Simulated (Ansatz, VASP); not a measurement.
**Sr: VASP beside Ansatz**

```
Sr
1.0
    10.36580    0.00000    0.00000
     0.00000   10.36580    0.00000
     0.00000    0.00000   10.36580
Sr
6
Cartesian
  0.0000 0.0000 2.9800
  0.0000 0.0000 7.3858
  0.0000 2.9800 0.0000
  0.0000 7.3858 0.0000
  2.9800 0.0000 0.0000
  7.3858 0.0000 0.0000
```

Alike in both runs: functional PBE; k mesh 4 × 4 × 4; occupations gaussian, width 0.1 eV; no spin polarisation.

Ansatz relaxed the structure, and its values are those at the end. VASP's run is a single point on that final structure, the one shown.

|  | VASP | Ansatz |
| --- | --- | --- |
| version | VASP 6.6.1 | Ansatz 0.2.0 |
| potentials or method | VASP PAW PBE potentials, release 64 (Sr_sv), cutoff 520 eV | scalar-relativistic, plane waves, PAW |
| valence electrons in the cell | 60 | 60 |

```csv
,VASP,Ansatz,Ansatz less VASP
gap on the k mesh at the Fermi level (eV),none,none,-
pressure (GPa),0.0,0.0,0.00
```

A gap of «none» marks a metal or a gap that the smearing closes.
